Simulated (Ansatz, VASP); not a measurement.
**TiSi2: VASP beside Ansatz**

INCAR

```
SYSTEM = TiSi2
PREC = Accurate ; ENCUT = 520
EDIFF = 1E-6 ; ISMEAR = -1
SIGMA = 0.05 ; LREAL = .False.
LASPH = .True. ; NELM = 60
ALGO = Normal ; ISIF = 2
LWAVE = .False. ; LCHARG = .False.
GGA = PE ; NBANDS = 17
```

File KPOINTS:

```
regular mesh
0
Gamma
  12 12 12
  0 0 0
```

Contents of POSCAR:

```
TiSi2
1.0
   -1.5017591770      1.7457097017      4.2946938359
    1.5017591770     -1.7457097017      4.2946938359
    1.5017591770      1.7457097017     -4.2946938359
Ti Si
1 2
Direct
    0.0000000000      0.0000000000      0.0000000000
    0.6700780000      0.6700780000      0.0000000000
    0.3299220000      0.3299220000      0.0000000000
```

File input.yaml:

```yaml
crystal:
  lattice:
    - [-1.501759177, 1.7457097017, 4.2946938359]
    - [1.501759177, -1.7457097017, 4.2946938359]
    - [1.501759177, 1.7457097017, -4.2946938359]
  atoms:
    - { symbol: Ti, position: [0.0, 0.0, 0.0] }
    - { symbol: Si, position: [0.670078, 0.670078, 0.0] }
    - { symbol: Si, position: [0.329922, 0.329922, 0.0] }
kpoints:
  mp_grid: { grid: [12, 12, 12] }
scf:
  occupations: { method: fermi_dirac, width: 0.05 }
hamiltonian:
  xc: pbe
  pseudopotentials: { kind: all_electron, lapw: { basis_error: 0.001 } }
output:
  forces: true
  stress: true
  eigenvalues: true
```

Change from the starting cell: volume scaled by 1.06.

Alike in both runs: task single point; functional PBE; k mesh 12 × 12 × 12; occupations fermi-dirac, width 0.05 eV; no spin polarisation.

|  | VASP | Ansatz |
| --- | --- | --- |
| version | VASP 6.6.1 | Ansatz 0.2.0 |
| potentials or method | VASP PAW PBE potentials, release 64 (Ti_sv, Si), cutoff 520 eV | all-electron LAPW, scalar-relativistic |

```csv
,VASP,Ansatz,Ansatz less VASP
gap on the k mesh at the Fermi level (eV),none,none,-
pressure (GPa),-6.9,-6.9,+0.02
"traceless stress, the component that is largest in VASP (GPa)",1.02,1.01,-0.010
rms of the force components (eV/Å),0.027,0.028,+0.0014
```

Atom by atom the forces differ by 0.001 eV/Å (rms over components). A gap of «none» marks a metal or a gap that the smearing closes. Ansatz ran all-electron here, and VASP with PAW potentials.
